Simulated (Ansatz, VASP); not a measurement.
# One calculation of Ge, two programs

INCAR

```
ALGO = Fast
EDIFF = 1E-6
EDIFFG = -0.005
ENCUT = 600
GGA = CA
IBRION = 2
ISIF = 3
ISMEAR = 0
LASPH = T
LCHARG = F
LREAL = F
LWAVE = F
NELM = 60
NSW = 70
PREC = Accurate
SIGMA = 0.1
```

The input KPOINTS:

```
k-points
0
Gamma
  12 12 6
```

The input POSCAR:

```
Ge
1.0
    4.0581567173      0.0000000000      0.0000000000
   -2.0290783587      3.5144668097      0.0000000000
    0.0000000000      0.0000000000      6.6925282050
Ge
4
Direct
    0.6666666667      0.3333333333      0.0627911822
    0.3333333333      0.6666666667      0.5627911822
    0.6666666667      0.3333333333      0.4372088178
    0.3333333333      0.6666666667      0.9372088178
```

Input for Ansatz:

```yaml
crystal:
  lattice:
    - [4.0581567173, 0.0, 0.0]
    - [-2.0290783587, 3.5144668097, 0.0]
    - [0.0, 0.0, 6.692528205]
  atoms:
    - { symbol: Ge, position: [0.6666666667, 0.3333333333, 0.0627911822] }
    - { symbol: Ge, position: [0.3333333333, 0.6666666667, 0.5627911822] }
    - { symbol: Ge, position: [0.6666666667, 0.3333333333, 0.4372088178] }
    - { symbol: Ge, position: [0.3333333333, 0.6666666667, 0.9372088178] }
basis:
  ecutwfc: 420
kpoints:
  mp_grid: { grid: [12, 12, 6] }
hamiltonian:
  xc: lda
scf:
  occupations: { method: gaussian, width: 0.1 }
output:
  forces: true
  stress: true
  eigenvalues: true
relax:
  adjacent_minimum: "off"
  f_tol: 0.005
  max_steps: 50
  cell: { stress_tol: 0.05 }
```

Alike in both runs: task relaxation of cell and atoms; functional LDA; k mesh 12 × 12 × 6; occupations gaussian, width 0.1 eV; no spin polarisation.

|  | VASP | Ansatz |
| --- | --- | --- |
| version | VASP 6.6.1 | Ansatz 0.2.0 |
| potentials or method | VASP PAW LDA potentials, release 64 (Ge_d), cutoff 600 eV | scalar-relativistic, plane waves, PAW |
| valence electrons in the cell | 56 | 56 |

|  | VASP | Ansatz | Ansatz less VASP |
| --- | --- | --- | --- |
| gap on the k mesh at the Fermi level, each at its own relaxed structure (eV) | none | none | - |
| relaxed volume (Å³/atom) | 22.21 | 22.17 | -0.050 |
| relaxed length of the cell vector where the two differ most in proportion (Å) | 6.537 | 6.531 | -0.0061 |

LDA's correlation is that of Perdew and Zunger in VASP and of Perdew and Wang (1992) in Ansatz. A gap of «none» marks a metal or a gap that the smearing closes.
